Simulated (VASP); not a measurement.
Write the native input for VASP 6.6.1 that does the following.

| Property | Result |
| --- | --- |
| Task | single point |
| Functional | HSE06 |
| Potentials or basis | VASP PAW PBE potentials, release 64 (C) |
| Cutoff | 520 eV |
| k mesh | 8 × 8 × 8 |
| Occupations | gaussian, width 0.01 eV |
| Spin | no spin polarisation |
| Dipole correction | no |
| Grid for exact exchange (PRECFOCK) | Normal |
| Further INCAR settings | ALGO = Normal; EDIFF = 1e-07; NBANDS = 11 |
| Share of exact exchange | 0.25 |
| Screening parameter | 0.2079 1/Å |

C:

```
CELL_PARAMETERS angstrom
0.00000 1.72672 1.79205
1.72672 0.00000 1.79205
1.72672 1.72672 0.00000
ATOMIC_POSITIONS crystal
C 0.00000 0.00000 0.00000
C 0.25000 0.25000 0.25000
```

This cell differs from its parent crystal: epitaxial xy strain -3.0%.

One way to write it, as run:

POSCAR

```
C
1.0
    0.0000000000      1.7267204183      1.7920512418
    1.7267204183      0.0000000000      1.7920512418
    1.7267204183      1.7267204183      0.0000000000
C
2
Direct
    0.0000000000      0.0000000000      0.0000000000
    0.2500000000      0.2500000000      0.2500000000
```

INCAR.step1

```
PREC     = Accurate       # precision mode
ENCUT    = 520            # plane-wave cutoff, eV
EDIFF    = 1E-5           # SCF threshold, eV
ISMEAR   = 0              # smearing method
SIGMA    = 0.01           # smearing width, eV
LREAL    = F              # projectors in reciprocal space
LASPH    = T              # aspherical terms in the spheres
NELM     = 80             # most SCF steps
ALGO     = Normal         # electronic algorithm
ISIF     = 2              # what is computed and relaxed
LWAVE    = T              # write WAVECAR
LCHARG   = F              # write CHGCAR
GGA      = PE             # functional
NBANDS   = 11             # bands
```

INCAR.step2

```
PREC     = Accurate       # precision mode
ENCUT    = 520            # plane-wave cutoff, eV
EDIFF    = 1E-7           # SCF threshold, eV
ISMEAR   = 0              # smearing method
SIGMA    = 0.01           # smearing width, eV
LREAL    = F              # projectors in reciprocal space
LASPH    = T              # aspherical terms in the spheres
NELM     = 80             # most SCF steps
ALGO     = Normal         # electronic algorithm
ISIF     = 2              # what is computed and relaxed
LWAVE    = F              # write WAVECAR
LCHARG   = F              # write CHGCAR
GGA      = PE             # functional
LHFCALC  = T              # exact exchange
HFSCREEN = 0.2079         # screening, 1/A
PRECFOCK = Normal       
ISTART   = 1            
NBANDS   = 11             # bands
```

KPOINTS

```
Automatic mesh
0
Gamma
  8 8 8
```

Potentials or basis: VASP PAW PBE potentials, release 64 (C).

Launch:

```bash
$ cat potpaw_PBE.64/C/POTCAR > POTCAR
$ cp INCAR.step1 INCAR
$ mpirun -np 1 vasp_std > vasp.out
$ cp INCAR.step2 INCAR
$ mpirun -np 1 vasp_std > vasp.out
```

Results of the run:

```
Pressure               : 22.3 GPa
Band gap on the k mesh : 4.91 eV (least direct gap 6.79 eV)
```

Caveat: the cell differs from its parent crystal (epitaxial xy strain -3.0%); the stress differs along the axes, from -5 to 36 GPa; the PAW data sets were made with another functional, which shifts forces and pressure a little.

It took 8.6 min on 1 thread of Intel(R) Xeon(R) 6975P-C (Granite Rapids) (shared host), peak memory 0.22 GiB.
